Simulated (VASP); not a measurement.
Set up this calculation in VASP 6.6.1, as the native input.

```
Task                   : single point
Functional             : LDA
Potentials or basis    : VASP PAW LDA potentials, release 64 (Sn_d)
Cutoff                 : 500 eV
k mesh                 : 6 × 6 × 6
Occupations            : fermi-dirac, width 0.1 eV
Spin                   : no spin polarisation
Dipole correction      : no
Further INCAR settings : ALGO = Normal; EDIFF = 1e-06; NBANDS = 21
```

The structure of Sn lies in POSCAR:

```
Sn
1.0
    0.0000000000      3.1594987084      3.1594987084
    3.1594987084      0.0000000000      3.1594987084
    3.1594987084      3.1594987084      0.0000000000
Sn
2
Direct
    0.5000000000      0.5000000000      0.5000000000
    0.7500000000      0.7500000000      0.7500000000
```

This isn't the form of Sn at room conditions, which is tetragonal (white tin).

One way to write it, as run:

INCAR

```
SYSTEM = Sn
PREC = Accurate
ENCUT = 500
EDIFF = 1E-6
ISMEAR = -1
SIGMA = 0.1
LREAL = .False.
LASPH = .True.
NELM = 120
ALGO = Normal
ISIF = 2
LWAVE = .False.
LCHARG = .False.
GGA = CA
NBANDS = 21
GGA_COMPAT = .False.
```

KPOINTS

```
regular mesh
0
Gamma
  6 6 6
  0 0 0
```

Potentials or basis: VASP PAW LDA potentials, release 64 (Sn_d).

The run is started by

```console
$ cat potpaw_LDA.64/Sn_d/POTCAR > POTCAR
$ mpirun -np 1 vasp_std > vasp.out
```

Results of the run:

| Property | Result |
| --- | --- |
| Pressure | 4.0 GPa |
| Band gap on the k mesh | zero (bands 14 and 15 overlap by 0.02 eV) |

Caveat: the cell stands under pressure; spin-orbit coupling is left out, which moves the levels of the heavy elements.

Run time: 24 s on 1 thread of Intel Xeon 8259CL (shared host), peak memory 0.17 GiB.
